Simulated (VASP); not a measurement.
# Pd (Im-3m) in VASP: single point with PBEsol

Aim: the single point of Pd with PBEsol.

Everything below comes from runs of VASP 6.6.1. Logs are shortened: lines on timing, memory, paths and dates and some standing lists are left out, and cuts for length are marked.

**1. The cell of the first run**

It takes space group Im-3m (No. 229, cubic). Conventional cell: a = 3.084 Å, b = 3.084 Å, c = 3.084 Å, α = 90.00°, β = 90.00°, γ = 90.00°. Within 3.5 Å of Pd (site symmetry m-3m) lie 14 Pd at 2.67 to 3.08 Å.

**2. Single point, PBEsol**

INCAR reads:

```
PREC = Accurate
ENCUT = 500
EDIFF = 1E-6
ISMEAR = 0
SIGMA = 0.1
LREAL = False
LASPH = True
NELM = 120
ALGO = Normal
ISIF = 2
LWAVE = False
LCHARG = False
GGA = PS
NBANDS = 11
GGA_COMPAT = False
```

KPOINTS reads:

```
regular mesh
0
Gamma
  18 18 18
```

POSCAR reads:

```
Pd
1.0
   -1.5417549624      1.5417549624      1.5417549624
    1.5417549624     -1.5417549624      1.5417549624
    1.5417549624      1.5417549624     -1.5417549624
Pd
1
Direct
    0.0000000000      0.0000000000      0.0000000000
```

Potentials or basis: VASP PAW PBE potentials, release 64 (Pd).

Started as:

```sh
cat potpaw_PBE.64/Pd/POTCAR > POTCAR
mpirun -np 1 vasp_std > vasp.out
```

OUTCAR:

```text
PREC = Accurate
   ENCUT = 500
   EDIFF = 1E-6
   ISMEAR = 0
   LREAL = False
   LASPH = True
   NELM = 120
   ISIF = 2
   GGA = PS

 ion  position               nearest neighbor table
   1  0.000  0.000  0.000-

  LATTYP: Found a body centered cubic cell.
 ALAT       =     3.0835099248

  Lattice vectors:

 A1 = (  -1.5417549624,   1.5417549624,   1.5417549624)
 A2 = (   1.5417549624,  -1.5417549624,   1.5417549624)
 A3 = (   1.5417549624,   1.5417549624,  -1.5417549624)

Analysis of symmetry for initial positions (statically):
=====================================================================
 Subroutine PRICEL returns:
 Original cell was already a primitive cell.

 Routine SETGRP: Setting up the symmetry group for a
 body centered cubic supercell.

 Subroutine GETGRP returns: Found 48 space group operations
 (whereof 48 operations were pure point group operations)
 out of a pool of 48 trial point group operations.

The static configuration has the point symmetry O_h .

Analysis of symmetry for dynamics (positions and initial velocities):
=====================================================================
 Subroutine PRICEL returns:
 Original cell was already a primitive cell.

 Routine SETGRP: Setting up the symmetry group for a
 body centered cubic supercell.

 Subroutine GETGRP returns: Found 48 space group operations
 (whereof 48 operations were pure point group operations)
 out of a pool of 48 trial point group operations.

The dynamic configuration has the point symmetry O_h .

 Subroutine INISYM returns: Found 48 space group operations
 (whereof 48 operations are pure point group operations),
 and found     1 'primitive' translations

----------------------------------------------------------------------------------------

                                     Primitive cell

  volume of cell :      14.6591

  direct lattice vectors                    reciprocal lattice vectors
    -1.541754962  1.541754962  1.541754962     0.000000000  0.324305750  0.324305750
     1.541754962 -1.541754962  1.541754962     0.324305750  0.000000000  0.324305750
     1.541754962  1.541754962 -1.541754962     0.324305750  0.324305750  0.000000000

  length of vectors
     2.670397928  2.670397928  2.670397928     0.458637591  0.458637591  0.458637591

  position of ions in fractional coordinates (direct lattice)
     0.000000000  0.000000000  0.000000000
[... 81 lines left out ...]
   NFREE  =      0    steps in history (QN), initial steepest desc. (CG)
   ISIF   =      2    stress and relaxation
   ISYM   =      2    0-nonsym 1-usesym 2-fastsym
   POTIM  = 0.5000    time-step for ionic-motion
   TEBEG  =    0.0;   TEEND  =   0.0 temperature during run
   PSTRESS=    0.0 pullay stress
   NELECT =      10.0000    total number of electrons
   NUPDOWN=      -1.0000    fix difference up-down
   EMIN   =  10.00;   EMAX   =-10.00  energy-range for DOS
   EFERMI =   0.00;   METHOD = LEGACY
   ISMEAR =     0;   SIGMA  =   0.10  broadening in eV -4-tet -1-fermi 0-gaus
   EFERMI_NEDOS =   21; number of points for ismear=-14 and -15
   IALGO  =     38    algorithm
   IMIX   =      4    mixing-type and parameters
     AMIX     =   0.40;   BMIX     =  1.00
     AMIX_MAG =   1.60;   BMIX_MAG =  1.00
  volume/ion in A,a.u.               =      14.66        98.92
  Fermi-wavevector in a.u.,A,eV,Ry     =   1.441140  2.723360 28.257726  2.076884
  Thomas-Fermi vector in A             =   2.559806
   LORBIT       =      0    0 simple, 1 ext, 2 COOP (PROOUT), +10 PAW based schemes
   GGA     = PS    functional components
   LHFCALC =     F    Hartree Fock is set to
   AEXX    =    0.0000 exact exchange contribution
   IVDW    =     0    specifies the selected vdW correction
   LEPSILON=     F    determine dielectric tensor
   LRPA    =     F    only Hartree local field effects (RPA)
 non-spin polarized calculation
 Gauss-broadening in eV      SIGMA  =   0.10
  energy-cutoff  :      500.00
  volume of cell :       14.66
 maximum number of plane-waves:       384
   NGX =  9   NGY =  9   NGZ =  9

 number of electron      10.0000000 magnetization

 number of electron       9.9999999 magnetization

 Free energy of the ion-electron system (eV)
  ---------------------------------------------------
  ext. energy  EPLUGINS =         0.00000000
  ---------------------------------------------------
  free energy    TOTEN  =        -5.91259546 eV

  energy without entropy =       -5.90668712  energy(sigma->0) =       -5.90964129

 E-fermi :   9.7257     XC(G=0): -13.4136

 val. band max:        9.7108129686   @ k =  -0.4444  -0.4444   0.3333
 cond. band min:       9.7336552272   @ k =   0.5000   0.5000   0.4444
 fundamental gap:      0.0228422586
 Fermi energy:         9.7257231168

 k-point     1 :       0.0000    0.0000    0.0000
  band No.  band energies     occupation
      1       2.4446      2.00000
      2       6.7158      2.00000
      3       6.7158      2.00000
      4       6.7158      2.00000
      5       8.7591      2.00000
      6       8.7591      2.00000
      7      29.0605      0.00000
      8      29.0605      0.00000
      9      29.0605      0.00000
     10      35.9808      0.00000
     11      37.7228      0.00000
[... 309 lines left out ...]
 k-point    24 :       0.3889    0.1111    0.0000
  band No.  band energies     occupation
      1       4.6097      2.00000
      2       5.6065      2.00000
      3       8.2691      2.00000
      4       8.6472      2.00000
      5       9.4636      1.99979
      6      12.1561      0.00000
      7      18.4096      0.00000
      8      24.4314      0.00000
      9      26.8877      0.00000
     10      33.8599      0.00000
     11      36.1492      0.00000

 [... further k-points ...]

------------------------ aborting loop because EDIFF is reached ----------------------------------------

  FORCE on cell =-STRESS in cart. coord.  units (eV):
  Direction    XX          YY          ZZ          XY          YZ          ZX
  --------------------------------------------------------------------------------------
  -------------------------------------------------------------------------------------
  Total       -0.0278961     -0.0278961     -0.0278961      0.0000000      0.0000000      0.0000000
  in kB       -3.0489315     -3.0489315     -3.0489315      0.0000000      0.0000000      0.0000000
  external PRESSURE =      -3.0489315 kB  Pullay stress =       0.0000000 kB

 VOLUME and BASIS-vectors are now :
 -----------------------------------------------------------------------------
  energy-cutoff  :      500.00
  volume of cell :       14.66
      direct lattice vectors                 reciprocal lattice vectors
    -1.541754962  1.541754962  1.541754962     0.000000000  0.324305750  0.324305750
     1.541754962 -1.541754962  1.541754962     0.324305750  0.000000000  0.324305750
     1.541754962  1.541754962 -1.541754962     0.324305750  0.324305750  0.000000000

 POSITION                                       TOTAL-FORCE (eV/Angst)
 -----------------------------------------------------------------------------------
      0.00000      0.00000      0.00000        -0.000000     -0.000000      0.000000
 -----------------------------------------------------------------------------------
    total drift:                                0.000000     -0.000000     -0.000000

  FREE ENERGIE OF THE ION-ELECTRON SYSTEM (eV)
  ---------------------------------------------------
  free  energy   TOTEN  =        -5.9125954599 eV

  energy  without entropy=       -5.9066871202  energy(sigma->0) =       -5.90964129
```

OSZICAR:

```text
N       E                     dE             d eps       ncg     rms          rms(c)
DAV:   1     0.410963536558E+02    0.41096E+02   -0.50257E+03  4298   0.826E+02
DAV:   2    -0.574045568395E+01   -0.46837E+02   -0.45216E+02  4761   0.182E+02
DAV:   3    -0.627481671003E+01   -0.53436E+00   -0.53108E+00  5178   0.207E+01
DAV:   4    -0.627714253835E+01   -0.23258E-02   -0.23256E-02  5187   0.143E+00
DAV:   5    -0.627716629108E+01   -0.23753E-04   -0.23753E-04  5466   0.130E-01    0.836E+00
DAV:   6    -0.592924311852E+01    0.34792E+00   -0.14374E+00  5271   0.969E+00    0.376E+00
DAV:   7    -0.591719009050E+01    0.12053E-01   -0.18453E-02  5553   0.974E-01    0.199E+00
DAV:   8    -0.591259631196E+01    0.45938E-02   -0.13440E-03  5349   0.291E-01    0.897E-02
DAV:   9    -0.591259163770E+01    0.46743E-05   -0.18773E-05  5712   0.399E-02    0.149E-02
DAV:  10    -0.591259560253E+01   -0.39648E-05   -0.15105E-06  5360   0.105E-02    0.323E-03
DAV:  11    -0.591259545987E+01    0.14266E-06   -0.37969E-08  3564   0.143E-03
   1 F= -.59125955E+01 E0= -.59096413E+01  d E =-.590834E-02
```

stdout:

```text
POSCAR found type information on POSCAR Pd
 POSCAR found :  1 types and       1 ions
 scaLAPACK will be used
 -----------------------------------------------------------------------------
|                                                                             |
|                                                                             |
|     You enforced a specific xc type in the INCAR file but a different       |
|     I HOPE YOU KNOW WHAT YOU ARE DOING!                                     |
|                                                                             |
 -----------------------------------------------------------------------------

 LDA part: xc-table for (Slater+PW92), standard interpolation
 POSCAR, INCAR and KPOINTS ok, starting setup
 FFT: planning ... GRIDC
 FFT: planning ... GRID_SOFT
 FFT: planning ... GRID
 WAVECAR not read
 entering main loop
```

It took 24 s on 1 thread of AMD EPYC 7R43 (Zen 3), shared host; peak memory 0.11 GiB.

Results:

- Free energy: -5.9126 eV
- Pressure: -0.3 GPa
- Band gap on the k mesh: zero (band 5 reaches 10.35 eV, above the bottom of band 6 at 8.66 eV)

Caveat: the PAW data sets were made with another functional, which shifts forces and pressure a little.
